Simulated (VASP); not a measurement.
Pd: single point with PBEsol

Pd:

```
Pd
1.0
     0.00000    2.00003    2.00003
     2.00003    0.00000    2.00003
     2.00003    2.00003    0.00000
Pd
1
Direct
  0.00000 0.00000 0.00000
```

This cell differs from its parent crystal: volume scaled by 1.10.

| Item | Value |
| --- | --- |
| Program | VASP 6.6.1 |
| Task | single point |
| Functional | PBEsol |
| Potentials or basis | VASP PAW PBE potentials, release 64 (Pd) |
| Cutoff | 520 eV |
| k mesh | 18 × 18 × 18 |
| Occupations | gaussian, width 0.1 eV |
| Spin | no spin polarisation |
| Dipole correction | no |
| Further INCAR settings | ALGO = Fast; EDIFF = 1e-07; NBANDS = 11 |

```yaml
Pressure: -15.2 GPa
Band_gap_on_the_k_mesh: zero (band 5 reaches 8.55 eV, above the bottom of band 6 at 7.18 eV)
```

Levels at points of the mesh, in eV from the Fermi level:
```csv
k point,band 1,band 2,band 3,band 4,band 5,band 6,band 7,band 8,band 9,band 10
"(0.00, 0.00, 0.00)",-6.62,-2.50,-2.50,-2.50,-1.07,-1.07,17.06,21.37,21.37,21.37
"(0.50, 0.00, 0.00)",-4.73,-2.53,-2.53,-0.02,-0.02,1.11,6.65,16.40,20.21,20.21
"(0.50, 0.50, 0.00)",-4.76,-4.51,-0.04,0.25,0.25,3.27,9.90,12.67,12.67,20.32
```

Wall time 16 s on 1 thread of Intel(R) Xeon(R) 6975P-C (Granite Rapids), with other jobs on the host, peak memory 0.16 GiB.

Caveat: the PAW data sets were made with another functional, which shifts forces and pressure a little.
